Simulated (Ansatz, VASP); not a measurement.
# Cs2Ba: VASP beside Ansatz

```
Cs Ba
1.0
     0.00000    4.14420    4.14420
     4.14420    0.00000    4.14420
     4.14420    4.14420    0.00000
Cs Ba
2 1
Direct
  0.75000 0.75000 0.75000
  0.25000 0.25000 0.25000
  0.00000 0.00000 0.00000
```

Alike in both runs: task relaxation of cell and atoms; functional PBE; k mesh 4 × 4 × 4; occupations gaussian, width 0.1 eV; no spin polarisation.

```csv
,VASP,Ansatz
version,VASP 6.6.1,Ansatz 0.2.0
potentials or method,"VASP PAW PBE potentials, release 64 (Cs_sv, Ba_sv), cutoff 600 eV","scalar-relativistic, plane waves, PAW"
valence electrons in the cell,28,28
```

|  | VASP | Ansatz | Ansatz less VASP |
| --- | --- | --- | --- |
| gap on the k mesh at the Fermi level, each at its own relaxed structure (eV) | none | none | - |
| relaxed volume (Å³/atom) | 122.82 | 123.16 | +0.337 |
| relaxed length of the cell vector where the two differ most in proportion (Å) | 8.047 | 8.054 | +0.0073 |

A gap of «none» marks a metal or a gap that the smearing closes.

Neither program's run includes spin-orbit coupling. Noted on VASP's run: the volume moved by over 15 % at a fixed basis, so the end points are rough.
